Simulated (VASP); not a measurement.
# Au (Fm-3m) in VASP: notebook

The runs below take Au through single point, with RPBE+D4, PBE.

Everything below comes from runs of VASP 6.6.1. Logs are shortened: lines on timing, memory, paths and dates and some standing lists are left out, and cuts for length are marked.

### Step 1. The cell of the first run

Symmetry: Fm-3m, No. 225, cubic system. The conventional cell has a = 4.124 Å, b = 4.124 Å, c = 4.124 Å, α = 90.00°, β = 90.00°, γ = 90.00°. Within 3.8 Å of Au (site symmetry m-3m) lie 12 Au at 2.92 Å.

### Step 2. Single point, RPBE+D4, collinear spin, ferromagnetic start (volume scaled by 1.04)

Input file INCAR:

```
  ALGO = Normal
  EDIFF = 1E-6
  ENCUT = 520
  GGA = RP
  ISIF = 2
  ISMEAR = -1
  ISPIN = 2
  IVDW = 13
  LASPH = True
  LCHARG = False
  LMAXMIX = 4
  LORBIT = 11
  LREAL = False
  LWAVE = False
  MAGMOM = -0.11
  NBANDS = 16
  NELM = 150
  PREC = Accurate
  SIGMA = 0.025
```

Input file KPOINTS:

```
k-points
0
Gamma
  11 11 11
```

Input file POSCAR:

```
Au
1.0
    0.0000000000      2.0617793868      2.0617793868
    2.0617793868      0.0000000000      2.0617793868
    2.0617793868      2.0617793868      0.0000000000
Au
1
Direct
    0.0000000000      0.0000000000      0.0000000000
```

Potentials or basis: VASP PAW PBE potentials, release 64 (Au).

Launch:

```sh
> cat potpaw_PBE.64/Au/POTCAR > POTCAR
> mpirun -np 1 vasp_std > vasp.out
```

OUTCAR:

```text
EDIFF = 1E-6
   ENCUT = 520
   GGA = RP
   ISIF = 2
   ISMEAR = -1
   ISPIN = 2
   IVDW = 13
   LASPH = True
   LORBIT = 11
   LREAL = False
   NELM = 150
   PREC = Accurate

 ion  position               nearest neighbor table
   1  0.000  0.000  0.000-

  LATTYP: Found a face centered cubic cell.
 ALAT       =     4.1235587736

  Lattice vectors:

 A1 = (   0.0000000000,   2.0617793868,   2.0617793868)
 A2 = (   2.0617793868,   0.0000000000,   2.0617793868)
 A3 = (   2.0617793868,   2.0617793868,   0.0000000000)

Analysis of symmetry for initial positions (statically):
=====================================================================
 Subroutine PRICEL returns:
 Original cell was already a primitive cell.

 Routine SETGRP: Setting up the symmetry group for a
 face centered cubic supercell.

 Subroutine GETGRP returns: Found 48 space group operations
[... 9 lines left out ...]

 Routine SETGRP: Setting up the symmetry group for a
 face centered cubic supercell.

 Subroutine GETGRP returns: Found 48 space group operations
 (whereof 48 operations were pure point group operations)
 out of a pool of 48 trial point group operations.

The dynamic configuration has the point symmetry O_h .

Analysis of structural, dynamic, and magnetic symmetry:
=====================================================================
 Subroutine PRICEL returns:
 Original cell was already a primitive cell.

 Routine SETGRP: Setting up the symmetry group for a
 face centered cubic supercell.

 Subroutine GETGRP returns: Found 48 space group operations
 (whereof 48 operations were pure point group operations)
 out of a pool of 48 trial point group operations.

The overall configuration has the point symmetry O_h .

 Subroutine INISYM returns: Found 48 space group operations
[... 5 lines left out ...]
                                     Primitive cell

  volume of cell :      17.5290

  direct lattice vectors                    reciprocal lattice vectors
     0.000000000  2.061779387  2.061779387    -0.242508972  0.242508972  0.242508972
     2.061779387  0.000000000  2.061779387     0.242508972 -0.242508972  0.242508972
     2.061779387  2.061779387  0.000000000     0.242508972  0.242508972 -0.242508972

  length of vectors
     2.915796371  2.915796371  2.915796371     0.420037861  0.420037861  0.420037861

  position of ions in fractional coordinates (direct lattice)
     0.000000000  0.000000000  0.000000000

  ion indices of the primitive-cell ions
   primitive index   ion index
                 1           1

----------------------------------------------------------------------------------------

 KPOINTS: k-points

Automatic generation of k-mesh.
 Grid dimensions read from file:
 generate k-points for:   11   11   11

 Generating k-lattice:

  Cartesian coordinates                     Fractional coordinates (reciprocal lattice)
    -0.022046270  0.022046270  0.022046270     0.090909091  0.000000000  0.000000000
     0.022046270 -0.022046270  0.022046270     0.000000000  0.090909091  0.000000000
     0.022046270  0.022046270 -0.022046270     0.000000000  0.000000000  0.090909091

  Length of vectors
     0.038185260  0.038185260  0.038185260

  Shift w.r.t. Gamma in fractional coordinates (k-lattice)
     0.000000000  0.000000000  0.000000000

 Subroutine IBZKPT returns following result:
 ===========================================

 Found     56 irreducible k-points:

 Following reciprocal coordinates:
            Coordinates               Weight
  0.000000  0.000000  0.000000      1.000000
  0.090909  0.000000  0.000000      8.000000
  0.181818  0.000000  0.000000      8.000000
  0.272727  0.000000  0.000000      8.000000
  0.363636  0.000000  0.000000      8.000000
  0.454545  0.000000  0.000000      8.000000
[... 16 lines left out ...]
 -0.272727  0.181818  0.000000     24.000000
 -0.181818  0.181818  0.000000     12.000000
 [... further k-points ...]
   k-points           NKPTS =     56   k-points in BZ     NKDIM =     56   number of bands    NBANDS=     16
   number of dos      NEDOS =    301   number of ions     NIONS =      1
   total plane-waves  NPLWV =  13824
   dimension x,y,z NGX =    24 NGY =   24 NGZ =   24
   dimension x,y,z NGXF=    48 NGYF=   48 NGZF=   48
   ions per type =               1
   NGX,Y,Z   is equivalent  to a cutoff of  13.68, 13.68, 13.68 a.u.
   NGXF,Y,Z  is equivalent  to a cutoff of  27.37, 27.37, 27.37 a.u.
 SYSTEM =  unknown system
   PREC   = accura    normal or accurate (medium, high low for compatibility)
   ISTART =      0    job   : 0-new  1-cont  2-samecut
   ICHARG =      2    charge: 1-file 2-atom 10-const
   ISPIN  =      2    spin polarized calculation?
   LNONCOLLINEAR =      F non collinear calculations
   LSORBIT =      F    spin-orbit coupling
   LASPH  =      T    aspherical Exc in radial PAW
   ENCUT  =  520.0 eV  38.22 Ry    6.18 a.u.   5.42  5.42  5.42*2*pi/ulx,y,z
   NELM   =    150;   NELMIN=  2; NELMDL= -5     # of ELM steps
   EDIFF  = 0.1E-05   stopping-criterion for ELM
   LREAL  =      F    real-space projection
   EDIFFG = 0.1E-04   stopping-criterion for IOM
   NSW    =      0    number of steps for IOM
   IBRION =     -1    ionic relax: 0-MD 1-quasi-New 2-CG
   NFREE  =      0    steps in history (QN), initial steepest desc. (CG)
   ISIF   =      2    stress and relaxation
   ISYM   =      2    0-nonsym 1-usesym 2-fastsym
   POTIM  = 0.5000    time-step for ionic-motion
   TEBEG  =    0.0;   TEEND  =   0.0 temperature during run
   PSTRESS=    0.0 pullay stress
   NELECT =      11.0000    total number of electrons
   NUPDOWN=      -1.0000    fix difference up-down
   EMIN   =  10.00;   EMAX   =-10.00  energy-range for DOS
   EFERMI =   0.00;   METHOD = LEGACY
   ISMEAR =    -1;   SIGMA  =   0.03  broadening in eV -4-tet -1-fermi 0-gaus
   EFERMI_NEDOS =   21; number of points for ismear=-14 and -15
   IALGO  =     38    algorithm
   IMIX   =      4    mixing-type and parameters
     AMIX     =   0.40;   BMIX     =  1.00
     AMIX_MAG =   1.60;   BMIX_MAG =  1.00
  volume/ion in A,a.u.               =      17.53       118.29
  Fermi-wavevector in a.u.,A,eV,Ry     =   1.401587  2.648616 26.727929  1.964447
  Thomas-Fermi vector in A             =   2.524434
   LORBIT       =     11    0 simple, 1 ext, 2 COOP (PROOUT), +10 PAW based schemes
   GGA     = RP    functional components
   LHFCALC =     F    Hartree Fock is set to
   AEXX    =    0.0000 exact exchange contribution
   IVDW    =    13    specifies the selected vdW correction
   LEPSILON=     F    determine dielectric tensor
   LRPA    =     F    only Hartree local field effects (RPA)
 spin polarized calculation
  energy-cutoff  :      520.00
  volume of cell :       17.53
 maximum number of plane-waves:       495
 NGX is ok and might be reduce to    24
   NGX = 11   NGY = 11   NGZ = 11

 number of electron      11.0000001 magnetization      -0.0014021

 number of electron      11.0000001 magnetization       0.0001475

 Free energy of the ion-electron system (eV)
  ---------------------------------------------------
  ext. energy  EPLUGINS =         0.00000000
  ---------------------------------------------------
  free energy    TOTEN  =        -2.62393880 eV

  energy without entropy =       -2.62384137  energy(sigma->0) =       -2.62389009

 E-fermi :   9.2370     XC(G=0): -12.4591

 val. band max:        9.0454681263   @ k =   0.4545   0.3636   0.0000
 cond. band min:       9.3325583723   @ k =  -0.4545   0.0909   0.0000
 fundamental gap:      0.2870902460
 Fermi energy:         9.2369634024

 spin component 1

 k-point     1 :       0.0000    0.0000    0.0000
  band No.  band energies     occupation
      1      -0.4069      1.00000
      2       4.5695      1.00000
      3       4.5695      1.00000
      4       4.5695      1.00000
      5       6.0010      1.00000
      6       6.0010      1.00000
[... 8 lines left out ...]
     15      38.1900      0.00000
     16      38.1900      0.00000

 k-point     2 :       0.0909    0.0000    0.0000
  band No.  band energies     occupation
      1      -0.1281      1.00000
      2       4.4857      1.00000
      3       4.6599      1.00000
      4       4.6599      1.00000
      5       5.9638      1.00000
      6       5.9638      1.00000
[... 8 lines left out ...]
     15      38.7493      0.00000
     16      38.7493      0.00000

 k-point     3 :       0.1818    0.0000    0.0000
  band No.  band energies     occupation
      1       0.6377      1.00000
      2       4.3527      1.00000
      3       4.8229      1.00000
      4       4.8229      1.00000
      5       5.9697      1.00000
      6       5.9697      1.00000
[... 8 lines left out ...]
     15      39.2927      0.00000
     16      39.2927      0.00000

 k-point     4 :       0.2727    0.0000    0.0000
  band No.  band energies     occupation
      1       1.5569      1.00000
      2       4.5964      1.00000
      3       4.8103      1.00000
      4       4.8103      1.00000
      5       6.2650      1.00000
      6       6.2650      1.00000
[... 8 lines left out ...]
     15      39.7533      0.00000
     16      40.4889      0.00000
[... 324 lines left out ...]
 k-point    22 :      -0.3636    0.1818    0.0000
  band No.  band energies     occupation
      1       2.8372      1.00000
      2       4.2056      1.00000
      3       5.1087      1.00000
      4       5.1580      1.00000
      5       6.6392      1.00000
      6       9.5677      0.00000
[... 8 lines left out ...]
     15      40.6716      0.00000
     16      42.3740      0.00000

 k-point    23 :      -0.2727    0.1818    0.0000
  band No.  band energies     occupation
      1       2.7931      1.00000
      2       4.2241      1.00000
      3       4.5839      1.00000
      4       5.2134      1.00000
      5       6.0071      1.00000
      6       8.1630      1.00000
[... 8 lines left out ...]
     15      39.5717      0.00000
     16      41.9894      0.00000

 k-point    24 :      -0.1818    0.1818    0.0000
  band No.  band energies     occupation
      1       2.0991      1.00000
      2       3.9987      1.00000
      3       4.7649      1.00000
      4       5.3987      1.00000
      5       5.4340      1.00000
      6       7.1578      1.00000
[... 8 lines left out ...]
     15      39.2117      0.00000
     16      41.0869      0.00000

 [... further k-points ...]

 spin component 2

 k-point     1 :       0.0000    0.0000    0.0000
  band No.  band energies     occupation
      1      -0.4067      1.00000
      2       4.5696      1.00000
      3       4.5696      1.00000
      4       4.5696      1.00000
      5       6.0011      1.00000
      6       6.0011      1.00000
[... 8 lines left out ...]
     15      38.1902      0.00000
     16      38.1902      0.00000

 k-point     2 :       0.0909    0.0000    0.0000
  band No.  band energies     occupation
      1      -0.1280      1.00000
      2       4.4858      1.00000
      3       4.6600      1.00000
      4       4.6600      1.00000
      5       5.9639      1.00000
      6       5.9639      1.00000
[... 8 lines left out ...]
     15      38.7495      0.00000
     16      38.7495      0.00000

 k-point     3 :       0.1818    0.0000    0.0000
  band No.  band energies     occupation
      1       0.6378      1.00000
      2       4.3528      1.00000
      3       4.8230      1.00000
      4       4.8230      1.00000
      5       5.9698      1.00000
      6       5.9698      1.00000
[... 8 lines left out ...]
     15      39.2928      0.00000
     16      39.2928      0.00000

 k-point     4 :       0.2727    0.0000    0.0000
  band No.  band energies     occupation
      1       1.5571      1.00000
      2       4.5966      1.00000
      3       4.8104      1.00000
      4       4.8104      1.00000
      5       6.2651      1.00000
      6       6.2651      1.00000
[... 8 lines left out ...]
     15      39.7535      0.00000
     16      40.4891      0.00000
[... 324 lines left out ...]
 k-point    22 :      -0.3636    0.1818    0.0000
  band No.  band energies     occupation
      1       2.8373      1.00000
      2       4.2057      1.00000
      3       5.1088      1.00000
      4       5.1582      1.00000
      5       6.6393      1.00000
      6       9.5678      0.00000
[... 8 lines left out ...]
     15      40.6717      0.00000
     16      42.3741      0.00000

 k-point    23 :      -0.2727    0.1818    0.0000
  band No.  band energies     occupation
      1       2.7932      1.00000
      2       4.2242      1.00000
      3       4.5840      1.00000
      4       5.2135      1.00000
      5       6.0071      1.00000
      6       8.1630      1.00000
[... 8 lines left out ...]
     15      39.5718      0.00000
     16      41.9896      0.00000

 k-point    24 :      -0.1818    0.1818    0.0000
  band No.  band energies     occupation
      1       2.0993      1.00000
      2       3.9988      1.00000
      3       4.7650      1.00000
      4       5.3988      1.00000
      5       5.4341      1.00000
      6       7.1579      1.00000
[... 8 lines left out ...]
     15      39.2118      0.00000
     16      41.0870      0.00000

 [... further k-points ...]

------------------------ aborting loop because EDIFF is reached ----------------------------------------

  DFT-D4 for vdW energy calculation

  Edisp (eV):   -1.27108

  FORCE on cell =-STRESS in cart. coord.  units (eV):
  Direction    XX          YY          ZZ          XY          YZ          ZX
  --------------------------------------------------------------------------------------
  -------------------------------------------------------------------------------------
  Total      -0.36000    -0.36000    -0.36000    -0.00000    -0.00000     0.00000
  in kB     -32.90447   -32.90447   -32.90447    -0.00000    -0.00000     0.00000
  external pressure =      -32.90 kB  Pullay stress =        0.00 kB

 VOLUME and BASIS-vectors are now :
 -----------------------------------------------------------------------------
  energy-cutoff  :      520.00
  volume of cell :       17.53
      direct lattice vectors                 reciprocal lattice vectors
     0.000000000  2.061779387  2.061779387    -0.242508972  0.242508972  0.242508972
     2.061779387  0.000000000  2.061779387     0.242508972 -0.242508972  0.242508972
     2.061779387  2.061779387  0.000000000     0.242508972  0.242508972 -0.242508972

 POSITION                                       TOTAL-FORCE (eV/Angst)
 -----------------------------------------------------------------------------------
      0.00000      0.00000      0.00000         0.000000     -0.000000      0.000000
 -----------------------------------------------------------------------------------
    total drift:                               -0.000000      0.000000     -0.000000

  FREE ENERGIE OF THE ION-ELECTRON SYSTEM (eV)
  ---------------------------------------------------
  free  energy   TOTEN  =        -3.8950148795 eV

  energy  without entropy=       -3.8949174516  energy(sigma->0) =       -3.89496617

 total charge

# of ion       s       p       d       tot
------------------------------------------
    1        0.531   0.333   8.769   9.634

 magnetization (x)

# of ion       s       p       d       tot
------------------------------------------
    1       -0.000   0.000  -0.000  -0.000
```

Wall time 17 s (1 thread of Intel Xeon Platinum 8488C (Sapphire Rapids), shared host); peak memory 0.16 GiB.

Results:

```
Free energy                                           : -3.8950 eV
Pressure                                              : -3.3 GPa
Net moment                                            : 0.00 μB per cell
Valence electrons inside the program's atomic spheres : Au 9.63
Dispersion energy per atom                            : -1.271 eV
```

Levels at points of the mesh, in eV from the Fermi level:
Spin up:
```
           k point  band 2  band 3  band 4  band 5  band 6  band 7  band 8  band 9  band 10  band 11
(0.00, 0.00, 0.00)   -4.67   -4.67   -4.67   -3.24   -3.24   14.42   18.29   18.29    18.29    23.08
```
Spin down:
```
           k point  band 3  band 4  band 5  band 6  band 7  band 8  band 9  band 10
(0.00, 0.00, 0.00)   -4.67   -4.67   -3.24   -3.24   14.42   18.29   18.29    18.29
```

Caveat: the cell differs from its parent crystal (volume scaled by 1.04); the PAW data sets were made with another functional, which shifts forces and pressure a little; spin-orbit coupling is left out, which moves the levels of the heavy elements; pairwise dispersion overbinds metals, which lowers pressure and volume.

### Step 3. Single point, RPBE+D4, collinear spin, ferromagnetic start (volume scaled by 1.06)

Input file INCAR:

```
ALGO = Normal ; EDIFF = 1E-7
ENCUT = 520 ; GGA = RP
ISIF = 2 ; ISMEAR = -1
ISPIN = 2 ; IVDW = 13
LASPH = True ; LCHARG = False
LMAXMIX = 4 ; LORBIT = 11
LREAL = False ; LWAVE = False
MAGMOM = -0.11 ; NBANDS = 16
NELM = 150 ; PREC = Accurate
SIGMA = 0.025
```

KPOINTS is that of step 2.

Input file POSCAR:

```
Au
1.0
    0.0000000000      2.0749120936      2.0749120936
    2.0749120936      0.0000000000      2.0749120936
    2.0749120936      2.0749120936      0.0000000000
Au
1
Direct
    0.0000000000      0.0000000000      0.0000000000
```

Potentials or basis: VASP PAW PBE potentials, release 64 (Au).

Launch:

```sh
> cat potpaw_PBE.64/Au/POTCAR > POTCAR
> mpirun -np 1 vasp_std > vasp.out
```

Run time: 20 s. Hardware: 1 thread of Intel Xeon Platinum 8488C (Sapphire Rapids), shared host; peak memory 0.16 GiB.

It converged, with:

```
Free energy                                           : -3.8856 eV
Pressure                                              : -5.9 GPa
Net moment                                            : 0.00 μB per cell
Valence electrons inside the program's atomic spheres : Au 9.61
Dispersion energy per atom                            : -1.249 eV
```

Levels at points of the mesh, in eV from the Fermi level:
Spin up:
```csv
k point,band 2,band 3,band 4,band 5,band 6,band 7,band 8,band 9,band 10,band 11
"(0.00, 0.00, 0.00)",-4.60,-4.60,-4.60,-3.22,-3.22,14.41,18.17,18.17,18.17,22.90
```
Spin down:
| k point | band 2 | band 3 | band 4 | band 5 | band 6 | band 7 | band 8 | band 9 | band 10 | band 11 |
| --- | --- | --- | --- | --- | --- | --- | --- | --- | --- | --- |
| (0.00, 0.00, 0.00) | -4.60 | -4.60 | -4.60 | -3.22 | -3.22 | 14.41 | 18.17 | 18.17 | 18.17 | 22.90 |

Caveat: the cell differs from its parent crystal (volume scaled by 1.06); the PAW data sets were made with another functional, which shifts forces and pressure a little; spin-orbit coupling is left out, which moves the levels of the heavy elements; pairwise dispersion overbinds metals, which lowers pressure and volume.

### Step 4. Single point, PBE

This run uses another cell than the first one, of 16.85 Å³/atom, 0.962 times its volume.

Input file INCAR:

```
SYSTEM = Au
PREC = Accurate
ENCUT = 520
EDIFF = 1E-6
ISMEAR = 0
SIGMA = 0.015
LREAL = .FALSE.
LASPH = .TRUE.
NELM = 100
ALGO = Normal
ISIF = 2
LWAVE = .FALSE.
LCHARG = .FALSE.
GGA = PE
NBANDS = 12
```

Input file KPOINTS:

```
Automatic mesh
0
G
  11 11 11
  0 0 0
```

Input file POSCAR:

```
Au
1.0
    0.0000000000      2.0350000000      2.0350000000
    2.0350000000      0.0000000000      2.0350000000
    2.0350000000      2.0350000000      0.0000000000
Au
1
Direct
    0.0000000000      0.0000000000      0.0000000000
```

Launch:

```sh
> cat potpaw_PBE.64/Au/POTCAR > POTCAR
> mpirun -np 1 vasp_std > vasp.out
```

Run time: 14 s. Hardware: 1 thread of Intel Xeon Platinum 8375C at 2.90GHz (Ice Lake), shared host; peak memory 0.14 GiB.

Results (log left out):

```
Free energy : -3.1955 eV
Pressure    : 10.5 GPa
```

Levels at points of the mesh, in eV from the Fermi level:
| k point | band 2 | band 3 | band 4 | band 5 | band 6 | band 7 | band 8 | band 9 | band 10 | band 11 |
| --- | --- | --- | --- | --- | --- | --- | --- | --- | --- | --- |
| (0.00, 0.00, 0.00) | -4.86 | -4.86 | -4.86 | -3.32 | -3.32 | 14.40 | 18.46 | 18.46 | 18.46 | 23.40 |

Caveat: spin-orbit coupling is left out, which moves the levels of the heavy elements.

(Part 1 of 2 ends here.)
